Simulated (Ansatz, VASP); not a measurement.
# One calculation of MnPt, two programs

```
CELL_PARAMETERS angstrom
-2.72590 -2.72590 0.00000
-2.72590 2.72590 0.00000
0.00000 0.00000 -3.71200
ATOMIC_POSITIONS crystal
Mn 0.00000 0.00000 0.00000
Mn 0.50000 0.50000 0.00000
Pt 0.00000 0.50000 0.50000
Pt 0.50000 0.00000 0.50000
```

Alike in both runs: task single point; functional LDA; k mesh 8 × 8 × 8; occupations fermi-dirac, width 0.1 eV; collinear spin; Hubbard terms Mn d U = 4.6 eV.

```csv
,VASP,Ansatz
version,VASP 6.6.1,Ansatz 0.2.0
potentials or method,"VASP PAW LDA potentials, release 64 (Mn_sv, Pt_sv_GW), cutoff 600 eV","PAW, plane waves, scalar-relativistic"
valence electrons in the cell,66,66
```

|  | VASP | Ansatz | Ansatz less VASP |
| --- | --- | --- | --- |
| pressure (GPa) | 14.4 | 19.3 | +4.89 |
| traceless stress, the component that is largest in VASP (GPa) | -9.17 | -8.89 | +0.275 |
| net moment per atom (μB) | 2.26 | 2.30 | +0.037 |
| size of the moment on the site where the two differ most (μB) | 0.10 | 0.22 | +0.123 |

LDA's correlation is that of Perdew and Zunger in VASP and of Perdew and Wang (1992) in Ansatz. Site moments also hang on the region over which each program counts them. The programs project onto different local orbitals, so the same U acts differently, and such runs can settle in different states. Ansatz's warnings: filled band counts differ across k points.

Neither program's run includes spin-orbit coupling.
